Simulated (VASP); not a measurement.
Input of a VASP 6.6.1 run:

INCAR

```
PREC = Accurate ; ENCUT = 600
EDIFF = 1E-8 ; ISMEAR = 0
SIGMA = 0.01 ; LREAL = False
LASPH = True ; NELM = 100
ALGO = Normal ; ISIF = 3
LWAVE = False ; LCHARG = True
GGA = PS ; IBRION = 6
NFREE = 2 ; POTIM = 0.015
NSW = 1
```

The input KPOINTS:

```
Automatic mesh
0
Gamma
  10 10 10
```

File POSCAR:

```
AgCl
1.0
    0.0000000000      2.6811000000      2.6811000000
    2.6811000000      0.0000000000      2.6811000000
    2.6811000000      2.6811000000      0.0000000000
Ag Cl
1 1
Direct
    0.0000000000      0.0000000000      0.0000000000
    0.5000000000      0.5000000000      0.5000000000
```

Potentials or basis: VASP PAW PBE potentials, release 64 (Ag, Cl).

Command:

```bash
$ cat potpaw_PBE.64/Ag/POTCAR potpaw_PBE.64/Cl/POTCAR > POTCAR
$ mpirun -np 1 vasp_std > vasp.out
```

(1) What does it give for the elastic constants C11, C12, C44?

(2) Predict the Voigt bulk modulus.

(3) What does it give for the highest phonon frequency at Γ, LO-TO splitting left out?

Results:

(1) 103, 53, 3 GPa.

(2) 70 GPa.

(3) 137 cm⁻¹.

Caveat: the cell is under stress, which shifts elastic constants; the PAW data sets were made with another functional, which shifts forces and pressure a little.
